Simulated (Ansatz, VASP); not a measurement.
## HfO2 in VASP and in Ansatz

```
Hf O
1.0
     4.92173    0.00000    0.00000
     0.00000    4.92173    0.00000
     0.00000    0.00000    3.26476
Hf O
2 4
Direct
  0.00000 0.00000 0.97909
  0.50000 0.50000 0.52091
  0.19482 0.80518 0.49329
  0.30518 0.30518 0.00671
  0.69482 0.69482 0.00671
  0.80518 0.19482 0.49329
```

Change from the starting cell: mode 4 frozen in at -0.068 Å, equal normal strain along x, y and z +0.0083.

Alike in both runs: task single point; functional PBE; k mesh 6 × 6 × 8; occupations gaussian, width 0.05 eV; no spin polarisation.

|  | VASP | Ansatz |
| --- | --- | --- |
| version | VASP 6.6.1 | Ansatz 0.2.0 |
| potentials or method | VASP PAW PBE potentials, release 64 (Hf_pv, O), cutoff 520 eV | scalar-relativistic, plane waves, PAW |
| valence electrons in the cell | 44 | 76 |

|  | VASP | Ansatz | Ansatz less VASP |
| --- | --- | --- | --- |
| gap on the k mesh at the Fermi level (eV) | 3.77 | 3.83 | +0.061 |
| least direct gap on the mesh (eV) | 3.77 | 3.83 | +0.061 |
| pressure (GPa) | -7.6 | -4.9 | +2.68 |
| traceless stress, the component that is largest in VASP (GPa) | -1.28 | -0.80 | +0.478 |
| rms of the force components (eV/Å) | 0.115 | 0.108 | -0.0068 |

Atom by atom the forces differ by 0.025 eV/Å (rms over components). VASP's potentials hold 44 valence electrons a cell and Ansatz's 76, so a difference there can come from the potentials and not from the codes.

Spin-orbit coupling is off throughout.
